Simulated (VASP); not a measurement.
La:

```
CELL_PARAMETERS angstrom
3.27109 0.00000 0.00000
0.00000 3.27109 0.00000
0.00000 0.00000 3.27109
ATOMIC_POSITIONS crystal
La 0.00000 0.00000 0.00000
```

This isn't the form of La at room conditions, which is double hcp.

* Program: VASP 6.6.1
* Task: relaxation of cell and atoms
* Functional: LDA
* Potentials or basis: VASP PAW LDA potentials, release 64 (La)
* Cutoff: 600 eV
* k mesh: 13 × 13 × 13
* Occupations: fermi-dirac, width 0.05 eV
* Spin: no spin polarisation

At the start: pressure -2.5 GPa; volume 35.00 Å³/atom.

Q: Where does the relaxation end?

A: Over 3 steps the energy falls by 26.3 meV/atom and the volume is 31.90 Å³/atom (-8.9 %); space group Pm-3m (No. 221, to 0.1 Å) before and after.

Step by step:
```tsv
step	energy change (eV)	largest force (eV/Å)	pressure (GPa)	volume (Å³)
1	0.0000	0.0000	-2.54	35.00
2	-0.0258	0.0000	-0.37	32.27
3	-0.0263	0.0000	-0.02	31.90
```

Final structure:
```cif
data_structure
_symmetry_space_group_name_H-M 'P 1'
_symmetry_Int_Tables_number 1
_cell_length_a 3.1716
_cell_length_b 3.1716
_cell_length_c 3.1716
_cell_angle_alpha 90.000
_cell_angle_beta 90.000
_cell_angle_gamma 90.000
_cell_volume 31.90
loop_
_atom_site_label
_atom_site_type_symbol
_atom_site_fract_x
_atom_site_fract_y
_atom_site_fract_z
_atom_site_occupancy
La1 La 0.00000 0.00000 0.00000 1
```
